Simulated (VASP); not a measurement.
# TiSe2 (P-3m1) in VASP: relaxation of shape and atoms at fixed volume with r2SCAN

Aim: the relaxation of shape and atoms at fixed volume of TiSe2 with r2SCAN.

All numbers are computed with VASP 6.6.1; they aren't measurements. Logs are shortened: lines on timing, memory, paths and dates and some standing lists are left out, and cuts for length are marked.

## Step 1: The cell of the first run

Symmetry: P-3m1, No. 164, trigonal system. Conventional cell: a = 3.597 Å, b = 3.597 Å, c = 6.375 Å, α = 90.00°, β = 90.00°, γ = 120.00°. Ti (site symmetry -3m) has 6 Se at 2.58 Å within 3.4 Å. Se (site symmetry 3m) has 3 Ti at 2.58 Å within 3.4 Å.

## Step 2: Relaxation of shape and atoms at fixed volume, r2SCAN (23.80 Å³/atom)

File POSCAR:

```
TiSe2
1.0
    3.5966711298      0.0000000000      0.0000000000
   -1.7983355649      3.1148085675      0.0000000000
    0.0000000000      0.0000000000      6.3745909152
Ti Se
1 2
Direct
    0.0000000000      0.0000000000      0.0000000000
    0.3333333333      0.6666666667      0.2403943924
    0.6666666667      0.3333333333      0.7596056076
```

File INCAR.step1:

```
  PREC = Accurate
  ENCUT = 550
  ISMEAR = 0
  SIGMA = 0.1
  LREAL = False
  LASPH = True
  NELM = 120
  GGA = PE
  ALGO = Normal
  EDIFF = 1E-5
  LWAVE = True
  LCHARG = False
  GGA_COMPAT = False
  IBRION = 2
  ISIF = 3
  EDIFFG = -0.005
  NELMIN = 4
  NSW = 100
  KPAR = 4
```

File INCAR.step2:

```
  PREC = Accurate
  ENCUT = 550
  EDIFF = 1E-7
  ISMEAR = 0
  SIGMA = 0.1
  LREAL = False
  LASPH = True
  NELM = 120
  ALGO = Normal
  ISIF = 4
  LWAVE = False
  LCHARG = False
  METAGGA = R2SCAN
  LMIXTAU = True
  IBRION = 2
  NSW = 50
  EDIFFG = -0.01
  ISTART = 1
  GGA_COMPAT = False
  NELMIN = 4
  KPAR = 4
```

File KPOINTS:

```
regular mesh
0
Gamma
  15 15 8
```

Potentials or basis: VASP PAW PBE potentials, release 64 (Ti_sv, Se).

Started as:

```console
$ cat potpaw_PBE.64/Ti_sv/POTCAR potpaw_PBE.64/Se/POTCAR > POTCAR
$ cp INCAR.step1 INCAR
$ mpirun -np 4 vasp_std > vasp.out
$ cp INCAR.step2 INCAR
$ mpirun -np 4 vasp_std > vasp.out
```

OUTCAR:

```text
PREC = Accurate
   ENCUT = 550
   EDIFF = 1E-7
   ISMEAR = 0
   LREAL = False
   LASPH = True
   NELM = 120
   ISIF = 4
   METAGGA = R2SCAN
   IBRION = 2
   NSW = 50
   EDIFFG = -0.01
   ISTART = 1
   NELMIN = 4

 ion  position               nearest neighbor table
   1  0.000  0.000  0.000-   2 2.58   3 2.58   3 2.58   2 2.58   3 2.58   2 2.58
   2  0.333  0.667  0.240-   1 2.58   1 2.58   1 2.58
   3  0.667  0.333  0.760-   1 2.58   1 2.58   1 2.58

  LATTYP: Found a hexagonal cell.
 ALAT       =     3.5966711298
 C/A-ratio  =     1.7723585741

  Lattice vectors:

 A1 = (   3.5966711298,   0.0000000000,   0.0000000000)
 A2 = (  -1.7983355649,   3.1148085675,   0.0000000000)
 A3 = (   0.0000000000,   0.0000000000,   6.3745909152)

Analysis of symmetry for initial positions (statically):
=====================================================================
 Subroutine PRICEL returns:
 Original cell was already a primitive cell.

 Routine SETGRP: Setting up the symmetry group for a
 hexagonal supercell.

 Subroutine GETGRP returns: Found 12 space group operations
 (whereof 12 operations were pure point group operations)
 out of a pool of 24 trial point group operations.

The static configuration has the point symmetry D_3d.

Analysis of symmetry for dynamics (positions and initial velocities):
=====================================================================
 Subroutine PRICEL returns:
 Original cell was already a primitive cell.

 Routine SETGRP: Setting up the symmetry group for a
 hexagonal supercell.

 Subroutine GETGRP returns: Found 12 space group operations
 (whereof 12 operations were pure point group operations)
 out of a pool of 24 trial point group operations.

The dynamic configuration has the point symmetry D_3d.

 Subroutine INISYM returns: Found 12 space group operations
 (whereof 12 operations are pure point group operations),
 and found     1 'primitive' translations

----------------------------------------------------------------------------------------

                                     Primitive cell

  volume of cell :      71.4142

  direct lattice vectors                    reciprocal lattice vectors
     3.596671130  0.000000000  0.000000000     0.278034873  0.160523509  0.000000000
    -1.798335565  3.114808567  0.000000000     0.000000000  0.321047017  0.000000000
     0.000000000  0.000000000  6.374590915     0.000000000  0.000000000  0.156872812

  length of vectors
     3.596671130  3.596671130  6.374590915     0.321047017  0.321047017  0.156872812

  position of ions in fractional coordinates (direct lattice)
     0.000000000  0.000000000  0.000000000
     0.333333333  0.666666667  0.240394392
     0.666666667  0.333333333  0.759605608

  ion indices of the primitive-cell ions
   primitive index   ion index
                 1           1
                 2           2
                 3           3

----------------------------------------------------------------------------------------

 KPOINTS: regular mesh

Automatic generation of k-mesh.
 Grid dimensions read from file:
 generate k-points for:   15   15    8

 Generating k-lattice:

  Cartesian coordinates                     Fractional coordinates (reciprocal lattice)
     0.018535658  0.010701567  0.000000000     0.066666667  0.000000000  0.000000000
     0.000000000  0.021403134  0.000000000     0.000000000  0.066666667  0.000000000
     0.000000000  0.000000000  0.019609101     0.000000000  0.000000000  0.125000000

  Length of vectors
     0.021403134  0.021403134  0.019609101

  Shift w.r.t. Gamma in fractional coordinates (k-lattice)
     0.000000000  0.000000000  0.000000000

 Subroutine IBZKPT returns following result:
 ===========================================

 Found    192 irreducible k-points:

 Following reciprocal coordinates:
            Coordinates               Weight
  0.000000  0.000000  0.000000      1.000000
  0.066667  0.000000  0.000000      6.000000
  0.133333 -0.000000  0.000000      6.000000
  0.200000 -0.000000  0.000000      6.000000
  0.266667 -0.000000  0.000000      6.000000
  0.333333 -0.000000  0.000000      6.000000
[... 16 lines left out ...]
  0.333333  0.200000  0.000000     12.000000
  0.400000  0.200000  0.000000      6.000000
 [... further k-points ...]
   k-points           NKPTS =    192   k-points in BZ     NKDIM =    192   number of bands    NBANDS=     16
   number of dos      NEDOS =    301   number of ions     NIONS =      3
   total plane-waves  NPLWV =  39200
   dimension x,y,z NGX =    28 NGY =   28 NGZ =   50
   dimension x,y,z NGXF=    56 NGYF=   56 NGZF=  100
   ions per type =               1   2
   NGX,Y,Z   is equivalent  to a cutoff of  12.94, 12.94, 13.04 a.u.
   NGXF,Y,Z  is equivalent  to a cutoff of  25.88, 25.88, 26.08 a.u.
 SYSTEM =  unknown system
   PREC   = accura    normal or accurate (medium, high low for compatibility)
   ISTART =      1    job   : 0-new  1-cont  2-samecut
   ICHARG =      0    charge: 1-file 2-atom 10-const
   ISPIN  =      1    spin polarized calculation?
   LNONCOLLINEAR =      F non collinear calculations
   LSORBIT =      F    spin-orbit coupling
   LASPH  =      T    aspherical Exc in radial PAW
   ENCUT  =  550.0 eV  40.42 Ry    6.36 a.u.   6.88  6.88 12.19*2*pi/ulx,y,z
   NELM   =    120;   NELMIN=  4; NELMDL=  0     # of ELM steps
   EDIFF  = 0.1E-06   stopping-criterion for ELM
   LREAL  =      F    real-space projection
   EDIFFG = -.1E-01   stopping-criterion for IOM
   NSW    =     50    number of steps for IOM
   IBRION =      2    ionic relax: 0-MD 1-quasi-New 2-CG
   NFREE  =      1    steps in history (QN), initial steepest desc. (CG)
   ISIF   =      4    stress and relaxation
   ISYM   =      2    0-nonsym 1-usesym 2-fastsym
   POTIM  = 0.5000    time-step for ionic-motion
   TEBEG  =    0.0;   TEEND  =   0.0 temperature during run
   PSTRESS=    0.0 pullay stress
   NELECT =      24.0000    total number of electrons
   NUPDOWN=      -1.0000    fix difference up-down
   EMIN   =  10.00;   EMAX   =-10.00  energy-range for DOS
   EFERMI =   0.00;   METHOD = LEGACY
   ISMEAR =     0;   SIGMA  =   0.10  broadening in eV -4-tet -1-fermi 0-gaus
   EFERMI_NEDOS =   21; number of points for ismear=-14 and -15
   IALGO  =     38    algorithm
   IMIX   =      4    mixing-type and parameters
     AMIX     =   0.40;   BMIX     =  1.00
     AMIX_MAG =   1.60;   BMIX_MAG =  1.00
  volume/ion in A,a.u.               =      23.80       160.64
  Fermi-wavevector in a.u.,A,eV,Ry     =   1.138196  2.150879 17.626218  1.295490
  Thomas-Fermi vector in A             =   2.274901
   LORBIT       =      0    0 simple, 1 ext, 2 COOP (PROOUT), +10 PAW based schemes
   METAGGA = R2SCAN    functional components
   LHFCALC =     F    Hartree Fock is set to
   AEXX    =    0.0000 exact exchange contribution
   IVDW    =     0    specifies the selected vdW correction
   LEPSILON=     F    determine dielectric tensor
   LRPA    =     F    only Hartree local field effects (RPA)
 conjugate gradient relaxation of ions
 non-spin polarized calculation
 Gauss-broadening in eV      SIGMA  =   0.10
  energy-cutoff  :      550.00
  volume of cell :       71.41
 maximum number of plane-waves:      2118
   NGX = 13   NGY = 13   NGZ = 25

--------------------------------------- Ionic step        1  -------------------------------------------

 number of electron      23.9999997 magnetization

 Free energy of the ion-electron system (eV)
  ---------------------------------------------------
  ext. energy  EPLUGINS =         0.00000000
  ---------------------------------------------------
  free energy    TOTEN  =       -45.48154843 eV

  energy without entropy =      -45.47989901  energy(sigma->0) =      -45.48072372

------------------------ aborting loop because EDIFF is reached ----------------------------------------

  FORCE on cell =-STRESS in cart. coord.  units (eV):
  Direction    XX          YY          ZZ          XY          YZ          ZX
  --------------------------------------------------------------------------------------
  -------------------------------------------------------------------------------------
  Total       -0.9462222     -0.9462222     -0.9462197      0.0000000     -0.0000000      0.0000000
  in kB      -21.2284999    -21.2284999    -21.2284440      0.0000000     -0.0000000      0.0000000
  external PRESSURE =     -21.2284813 kB  Pullay stress =       0.0000000 kB
[... 133 lines left out ...]
  energy  without entropy=      -45.4894658844  energy(sigma->0) =      -45.49027259

--------------------------------------- Ionic step        5  -------------------------------------------

 number of electron      23.9999995 magnetization

 Free energy of the ion-electron system (eV)
  ---------------------------------------------------
  ext. energy  EPLUGINS =         0.00000000
  ---------------------------------------------------
  free energy    TOTEN  =       -45.49219856 eV

  energy without entropy =      -45.49058097  energy(sigma->0) =      -45.49138976

 E-fermi :   3.7897     XC(G=0):  -9.9196

 val. band max:        3.7870833310   @ k =   0.0000   0.4667   0.3750
 cond. band min:       3.8232299138   @ k =   0.4667  -0.0000   0.3750
 fundamental gap:      0.0361465828
 Fermi energy:         3.7897186940

 k-point     1 :       0.0000    0.0000    0.0000
  band No.  band energies     occupation
      1     -56.5002      2.00000
      2     -31.6703      2.00000
      3     -31.6585      2.00000
      4     -31.6585      2.00000
      5     -10.5941      2.00000
      6      -9.3773      2.00000
[... 8 lines left out ...]
     15       4.5790      0.00000
     16       7.1856      0.00000
[... 420 lines left out ...]
  band No.  band energies     occupation
      1     -56.4930      2.00000
      2     -31.7294      2.00000
      3     -31.6945      2.00000
      4     -31.6509      2.00000
      5      -9.0093      2.00000
      6      -9.0066      2.00000
[... 8 lines left out ...]
     15       5.3879      0.00000
     16       6.3866      0.00000

 [... further k-points ...]

------------------------ aborting loop because EDIFF is reached ----------------------------------------

  FORCE on cell =-STRESS in cart. coord.  units (eV):
  Direction    XX          YY          ZZ          XY          YZ          ZX
  --------------------------------------------------------------------------------------
  -------------------------------------------------------------------------------------
  Total       -0.1732511     -0.1732511     -0.1838780      0.0000000      0.0000000      0.0000000
  in kB       -3.8868898     -3.8868898     -4.1253043      0.0000000      0.0000000      0.0000000
  external PRESSURE =      -3.9663613 kB  Pullay stress =       0.0000000 kB
[... 18 lines left out ...]
  FREE ENERGIE OF THE ION-ELECTRON SYSTEM (eV)
  ---------------------------------------------------
  free  energy   TOTEN  =       -45.4921985594 eV

  energy  without entropy=      -45.4905809695  energy(sigma->0) =      -45.49138976

 reached required accuracy - stopping structural energy minimisation
```

Wall time 14 min (4 MPI ranks of Intel Xeon 6975P-C (Granite Rapids), shared host); peak memory 0.4 GiB.

Results:

- Free energy: -45.4922 eV
- Energy gained by relaxing: 3.6 meV/atom
- Ionic steps: 5
- Pressure after relaxing: -0.4 GPa
- Largest force after relaxing: 0.003 eV/Å
- Band gap on the k mesh: zero (bands 12 and 13 overlap by 0.22 eV)

Forces on the atoms (eV/Å):
```
Ti   0.000  0.000  0.000
Se   0.000  0.000 -0.003
Se   0.000  0.000  0.003
```

The path:
| step | energy change (eV) | largest force (eV/Å) | pressure (GPa) | volume (Å³) |
| --- | --- | --- | --- | --- |
| 1 | 0.0000 | 0.2882 | -2.12 | 71.41 |
| 2 | -0.0059 | 0.1364 | -1.49 | 71.41 |
| 3 | -0.0076 | 0.0051 | -0.94 | 71.41 |
| 4 | -0.0095 | 0.0036 | -0.73 | 71.41 |
| 5 | -0.0107 | 0.0033 | -0.40 | 71.41 |

Final structure:
```xyz
3
Lattice="3.5719 0.0000 0.0000 -1.7860 3.0934 0.0000 0.0000 0.0000 6.4633" Properties=species:S:1:pos:R:3 pbc="T T T"
Ti    0.0000    0.0000    0.0000
Se    0.0000    2.0622    1.5171
Se    1.7860    1.0311    4.9462
```

Caveat: the PAW data sets were made with another functional, which shifts forces and pressure a little.

The gap in the log of VASP goes by the Fermi energy; the results here count the filled bands.